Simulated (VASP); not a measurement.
# TaN (P6_3/mmc) in VASP: single point with LDA+U

Aim: the single point of TaN with LDA+U.

Program: VASP 6.6.1. These are calculated values, not measurements. Logs are shortened: lines on timing, memory, paths and dates and some standing lists are left out, and cuts for length are marked.

## (1) The cell of the first run

The structure is hexagonal, space group P6_3/mmc (No. 194). Conventional cell: a = 3.048 Å, b = 3.048 Å, c = 4.918 Å, α = 90.00°, β = 90.00°, γ = 120.00°. Ta (site symmetry -3m) has 6 N at 2.15 Å and 2 Ta at 2.46 Å within 2.8 Å. Within 2.8 Å of N (site symmetry -6m2) lie 6 Ta at 2.15 Å.

## (2) Single point, LDA+U, collinear spin, antiferromagnetic start

Contents of INCAR:

```
PREC     = Accurate       # precision mode
ENCUT    = 520            # plane-wave cutoff, eV
EDIFF    = 1E-6           # SCF threshold, eV
ISMEAR   = 0              # smearing method
SIGMA    = 0.05           # smearing width, eV
LREAL    = F              # projectors in reciprocal space
LASPH    = T              # aspherical terms in the spheres
NELM     = 150            # most SCF steps
ALGO     = Normal         # electronic algorithm
ISIF     = 2              # what is computed and relaxed
LWAVE    = F              # write WAVECAR
LCHARG   = F              # write CHGCAR
ISPIN    = 2              # spin polarisation
MAGMOM   = 2 2 -2 -2 0 0 0 0 # initial moments
LORBIT   = 11             # projections on sites
LMAXMIX  = 4              # l up to which the mixer works
LDAU     = T              # DFT+U
LDAUTYPE = 1            
LDAUL    = 2 -1           # shell
LDAUU    = 2 0            # U, eV
LDAUJ    = 0.7 0        
LDAUPRINT= 1            
NBANDS   = 46             # bands
```

Contents of KPOINTS:

```
regular mesh
0
Gamma
  7 7 4
```

Contents of POSCAR:

```
TaN
1.0
    3.0480018400      0.0000000000      0.0000000000
   -3.0480018400      5.2792940600      0.0000000000
    0.0000000000      0.0000000000      4.9179997800
Ta N
4 4
Direct
    0.0000000000      0.0000000000      0.0000000000
    0.0000000000      0.0000000000      0.5000000000
    0.0000000000      0.5000000000      0.0000000000
    0.0000000000      0.5000000000      0.5000000000
    0.3333333333      0.3333333334      0.2500000000
    0.6666666667      0.1666666666      0.7500000000
    0.3333333333      0.8333333333      0.2500000000
    0.6666666667      0.6666666666      0.7500000000
```

Potentials or basis: VASP PAW LDA potentials, release 64 (Ta_pv, N).

On the command line:

```console
$ cat potpaw_LDA.64/Ta_pv/POTCAR potpaw_LDA.64/N/POTCAR > POTCAR
$ mpirun -np 1 vasp_std > vasp.out
```

OUTCAR:

```text
PREC = Accurate
   ENCUT = 520
   EDIFF = 1E-6
   ISMEAR = 0
   LREAL = F
   LASPH = T
   NELM = 150
   ISIF = 2
   ISPIN = 2
   LORBIT = 11

 ion  position               nearest neighbor table
   1  0.000  0.000  0.000-   6 2.15   6 2.15   7 2.15   7 2.15   8 2.15   5 2.15   2 2.46   2 2.46
                             3 3.05   3 3.05   3 3.05   3 3.05
   2  0.000  0.000  0.500-   6 2.15   6 2.15   7 2.15   7 2.15   8 2.15   5 2.15   1 2.46   1 2.46
                             4 3.05   4 3.05   4 3.05   4 3.05
   3  0.000  0.500  0.000-   5 2.15   8 2.15   8 2.15   5 2.15   7 2.15   6 2.15   4 2.46   4 2.46
                             1 3.05   1 3.05   1 3.05   1 3.05
   4  0.000  0.500  0.500-   5 2.15   8 2.15   8 2.15   5 2.15   7 2.15   6 2.15   3 2.46   3 2.46
                             2 3.05   2 3.05   2 3.05   2 3.05
   5  0.333  0.333  0.250-   3 2.15   4 2.15   3 2.15   4 2.15   1 2.15   2 2.15
   6  0.667  0.167  0.750-   1 2.15   2 2.15   1 2.15   2 2.15   3 2.15   4 2.15
   7  0.333  0.833  0.250-   1 2.15   2 2.15   1 2.15   2 2.15   3 2.15   4 2.15
   8  0.667  0.667  0.750-   3 2.15   4 2.15   3 2.15   4 2.15   1 2.15   2 2.15

  LATTYP: Found a simple orthorhombic cell.
 ALAT       =     3.0480018400
 B/A-ratio  =     1.6135160142
 C/A-ratio  =     1.7320508114

  Lattice vectors:

 A1 = (  -3.0480018400,   0.0000000000,   0.0000000000)
 A2 = (   0.0000000000,   0.0000000000,   4.9179997800)
 A3 = (   0.0000000000,   5.2792940600,   0.0000000000)

Analysis of symmetry for initial positions (statically):
=====================================================================
 Subroutine PRICEL returns following result:

  LATTYP: Found a hexagonal cell.
 ALAT       =     3.0480018400
 C/A-ratio  =     1.6135160142
[... 12 lines left out ...]
 Subroutine GETGRP returns: Found  8 space group operations
 (whereof  4 operations were pure point group operations)
 out of a pool of  8 trial point group operations.

The static configuration has the point symmetry C_2h.
 The point group associated with its full space group is D_2h.

Analysis of symmetry for dynamics (positions and initial velocities):
=====================================================================
 Subroutine PRICEL returns following result:

  LATTYP: Found a hexagonal cell.
 ALAT       =     3.0480018400
 C/A-ratio  =     1.6135160142
[... 12 lines left out ...]
 Subroutine GETGRP returns: Found  8 space group operations
 (whereof  4 operations were pure point group operations)
 out of a pool of  8 trial point group operations.

The dynamic configuration has the point symmetry C_2h.
 The point group associated with its full space group is D_2h.

Analysis of structural, dynamic, and magnetic symmetry:
=====================================================================
 Subroutine PRICEL returns following result:

  LATTYP: Found a hexagonal cell.
 ALAT       =     3.0480018400
 C/A-ratio  =     1.6135160142
[... 12 lines left out ...]
 Subroutine GETGRP returns: Found  8 space group operations
 (whereof  4 operations were pure point group operations)
 out of a pool of  8 trial point group operations.

The overall configuration has the point symmetry C_2h.
 The point group associated with its full space group is D_2h.

 Subroutine INISYM returns: Found  8 space group operations
 (whereof  4 operations are pure point group operations),
 and found     2 'primitive' translations

----------------------------------------------------------------------------------------

                                     Primitive cell

  volume of cell :      39.5685

  direct lattice vectors                    reciprocal lattice vectors
     3.048001840  0.000000000  0.000000000     0.328083791  0.189419265  0.000000000
    -1.524000920  2.639647030  0.000000000     0.000000000  0.378838530  0.000000000
[... 103 lines left out ...]
   EFERMI =   0.00;   METHOD = LEGACY
   ISMEAR =     0;   SIGMA  =   0.05  broadening in eV -4-tet -1-fermi 0-gaus
   EFERMI_NEDOS =   21; number of points for ismear=-14 and -15
   IALGO  =     38    algorithm
   IMIX   =      4    mixing-type and parameters
     AMIX     =   0.40;   BMIX     =  1.00
     AMIX_MAG =   1.60;   BMIX_MAG =  1.00
  volume/ion in A,a.u.               =       9.89        66.76
  Fermi-wavevector in a.u.,A,eV,Ry     =   1.525252  2.882309 31.652511  2.326394
  Thomas-Fermi vector in A             =   2.633448
   LORBIT       =     11    0 simple, 1 ext, 2 COOP (PROOUT), +10 PAW based schemes
 LDA+U is selected, type is set to LDAUTYPE =  1
   angular momentum for each species LDAUL =     2   -1
   U (eV)           for each species LDAUU =   2.0  0.0
   J (eV)           for each species LDAUJ =   0.7  0.0
   GGA     = CA    functional components
   LHFCALC =     F    Hartree Fock is set to
   AEXX    =    0.0000 exact exchange contribution
   IVDW    =     0    specifies the selected vdW correction
   LEPSILON=     F    determine dielectric tensor
   LRPA    =     F    only Hartree local field effects (RPA)
 spin polarized calculation
 Gauss-broadening in eV      SIGMA  =   0.05
  energy-cutoff  :      520.00
  volume of cell :       79.14
 maximum number of plane-waves:      2163
   NGX = 11   NGY = 23   NGZ = 19

 number of electron      64.0000004 magnetization      -0.0000000

atom =   1  type =  1  l = 2

 onsite density matrix

spin component  1
[... 116 lines left out ...]
  o =  0.2361  v = -0.9423  0.0000 -0.0000 -0.3349 -0.0000  0.0000  0.0000  0.0000  0.0000  0.0000      0.0000  0.0000  0.0000  0.0000  0.0000  0.0000  0.0000  0.0000  0.0000  0.0000
  o =  0.2362  v =  0.0000  0.0000  0.0000  0.0000  0.0000 -0.9422  0.0000 -0.0000 -0.3350 -0.0000      0.0000  0.0000  0.0000  0.0000  0.0000  0.0000  0.0000  0.0000  0.0000  0.0000
  o =  0.2382  v =  0.0000 -0.3788 -0.0036  0.0000 -0.9255  0.0000  0.0000  0.0000  0.0000  0.0000      0.0000  0.0000  0.0000  0.0000  0.0000  0.0000  0.0000  0.0000  0.0000  0.0000
  o =  0.2382  v =  0.0000  0.0000  0.0000  0.0000  0.0000  0.0000 -0.3788 -0.0036  0.0000 -0.9255      0.0000  0.0000  0.0000  0.0000  0.0000  0.0000  0.0000  0.0000  0.0000  0.0000
  o =  0.2692  v = -0.3349  0.0000  0.0000  0.9423  0.0000  0.0000  0.0000  0.0000  0.0000  0.0000      0.0000  0.0000  0.0000  0.0000  0.0000  0.0000  0.0000  0.0000  0.0000  0.0000
  o =  0.2693  v =  0.0000  0.0000  0.0000  0.0000  0.0000 -0.3350  0.0000  0.0000  0.9422  0.0000      0.0000  0.0000  0.0000  0.0000  0.0000  0.0000  0.0000  0.0000  0.0000  0.0000
  o =  0.2716  v =  0.0000  0.9255 -0.0043  0.0000 -0.3787  0.0000  0.0000  0.0000  0.0000  0.0000      0.0000  0.0000  0.0000  0.0000  0.0000  0.0000  0.0000  0.0000  0.0000  0.0000
  o =  0.2717  v =  0.0000  0.0000  0.0000  0.0000  0.0000  0.0000  0.9255 -0.0042  0.0000 -0.3788      0.0000  0.0000  0.0000  0.0000  0.0000  0.0000  0.0000  0.0000  0.0000  0.0000
  o =  0.3679  v =  0.0000 -0.0026 -1.0000  0.0000  0.0050  0.0000  0.0000  0.0000  0.0000  0.0000      0.0000  0.0000  0.0000  0.0000  0.0000  0.0000  0.0000  0.0000  0.0000  0.0000
  o =  0.3680  v =  0.0000  0.0000  0.0000  0.0000  0.0000  0.0000 -0.0026 -1.0000  0.0000  0.0050      0.0000  0.0000  0.0000  0.0000  0.0000  0.0000  0.0000  0.0000  0.0000  0.0000

 number of electron      64.0000004 magnetization       0.0000000

 Free energy of the ion-electron system (eV)
  ---------------------------------------------------
  ext. energy  EPLUGINS =         0.00000000
  ---------------------------------------------------
  free energy    TOTEN  =       -87.39117752 eV

  energy without entropy =      -87.38463876  energy(sigma->0) =      -87.38790814

 E-fermi :   9.9136     XC(G=0): -13.9769

 val. band max:        9.8987794217   @ k =  -0.4286   0.2857   0.2500
 cond. band min:       9.9366167223   @ k =   0.0000   0.0000   0.5000
 fundamental gap:      0.0378373006
 Fermi energy:         9.9135680027

 spin component 1

 k-point     1 :       0.0000    0.0000    0.0000
  band No.  band energies     occupation
      1     -27.3619      1.00000
      2     -27.1300      1.00000
      3     -26.3616      1.00000
      4     -25.7856      1.00000
      5     -25.6471      1.00000
      6     -25.4439      1.00000
[... 2249 lines left out ...]
     43      15.2943      0.00000
     44      15.7000      0.00000

 [... further k-points ...]

 [bands above 44 left out]

------------------------ aborting loop because EDIFF is reached ----------------------------------------

  FORCE on cell =-STRESS in cart. coord.  units (eV):
  Direction    XX          YY          ZZ          XY          YZ          ZX
  --------------------------------------------------------------------------------------
  -------------------------------------------------------------------------------------
  Total        9.0038194      9.5162571     52.7670323      0.0000000      0.0000000      0.0000000
  in kB      182.2878724    192.6624890   1068.3010834      0.0000000      0.0000000      0.0000000
  external PRESSURE =     481.0838149 kB  Pullay stress =       0.0000000 kB

 VOLUME and BASIS-vectors are now :
 -----------------------------------------------------------------------------
  energy-cutoff  :      520.00
  volume of cell :       79.14
      direct lattice vectors                 reciprocal lattice vectors
     3.048001840  0.000000000  0.000000000     0.328083791  0.189419265  0.000000000
    -3.048001840  5.279294060  0.000000000     0.000000000  0.189419265  0.000000000
     0.000000000  0.000000000  4.917999780     0.000000000  0.000000000  0.203334698

 POSITION                                       TOTAL-FORCE (eV/Angst)
 -----------------------------------------------------------------------------------
      0.00000      0.00000      0.00000         0.000000     -0.000000      0.000000
      0.00000      0.00000      2.45900        -0.000000     -0.000000      0.000000
     -1.52400      2.63965      0.00000         0.000000     -0.000000      0.000000
     -1.52400      2.63965      2.45900        -0.000000     -0.000000      0.000000
     -0.00000      1.75976      1.22950        -0.000000     -0.025388     -0.000000
      1.52400      0.87988      3.68850         0.000000      0.025388      0.000000
     -1.52400      4.39941      1.22950        -0.000000     -0.025388      0.000000
      0.00000      3.51953      3.68850         0.000000      0.025388     -0.000000
 -----------------------------------------------------------------------------------
    total drift:                               -0.000000      0.000000      0.000000

  FREE ENERGIE OF THE ION-ELECTRON SYSTEM (eV)
  ---------------------------------------------------
  free  energy   TOTEN  =       -87.3911775240 eV

  energy  without entropy=      -87.3846387649  energy(sigma->0) =      -87.38790814

 total charge

# of ion       s       p       d       tot
------------------------------------------
    1        0.333   6.300   2.707   9.341
    2        0.333   6.300   2.707   9.341
    3        0.333   6.300   2.707   9.341
    4        0.333   6.300   2.707   9.341
    5        1.225   2.565   0.000   3.791
    6        1.225   2.565   0.000   3.791
    7        1.225   2.565   0.000   3.791
    8        1.225   2.565   0.000   3.791
--------------------------------------------------
tot          6.235  35.463  10.828  52.526

 magnetization (x)

# of ion       s       p       d       tot
------------------------------------------
    1       -0.000  -0.000  -0.000  -0.000
    2       -0.000  -0.000  -0.000  -0.000
    3        0.000   0.000   0.000   0.000
    4        0.000   0.000   0.000   0.000
    5       -0.000  -0.000   0.000  -0.000
    6        0.000   0.000   0.000   0.000
    7        0.000   0.000   0.000   0.000
    8       -0.000  -0.000   0.000  -0.000
--------------------------------------------------
tot          0.000   0.000   0.000   0.000
```

It took 7.6 min on 1 thread of Intel Xeon Platinum 8259CL at 2.50GHz (Skylake/Cascade Lake), shared host; peak memory 0.36 GiB.

What came out:

```yaml
Free_energy: -87.3912 eV
Pressure: 48.1 GPa
Largest_force: 0.025 eV/Å
Band_gap_on_the_k_mesh: zero (filled and empty bands overlap)
Net_moment: 0.00 μB per cell
Valence_electrons_inside_the_program's_atomic_spheres: Ta 9.34; N 3.79
```

Forces on the atoms (eV/Å):
```
Ta   0.000  0.000  0.000
Ta   0.000  0.000  0.000
Ta   0.000  0.000  0.000
Ta   0.000  0.000  0.000
N    0.000 -0.025  0.000
N    0.000  0.025  0.000
N    0.000 -0.025  0.000
N    0.000  0.025  0.000
```

Stress tensor (GPa, compression positive):
```
 18.23   0.00   0.00
  0.00  19.27   0.00
  0.00   0.00 106.83
```

Eigenvalues of the final occupation matrices:
```
    site  spin  trace               eigenvalues
site 1 d     1   1.38  0.24 0.24 0.27 0.27 0.37
site 1 d     2   1.38  0.24 0.24 0.27 0.27 0.37
site 2 d     1   1.38  0.24 0.24 0.27 0.27 0.37
site 2 d     2   1.38  0.24 0.24 0.27 0.27 0.37
site 3 d     1   1.38  0.24 0.24 0.27 0.27 0.37
site 3 d     2   1.38  0.24 0.24 0.27 0.27 0.37
site 4 d     1   1.38  0.24 0.24 0.27 0.27 0.37
site 4 d     2   1.38  0.24 0.24 0.27 0.27 0.37
```

Caveat: spin-orbit coupling is left out, which moves the levels of the heavy elements.
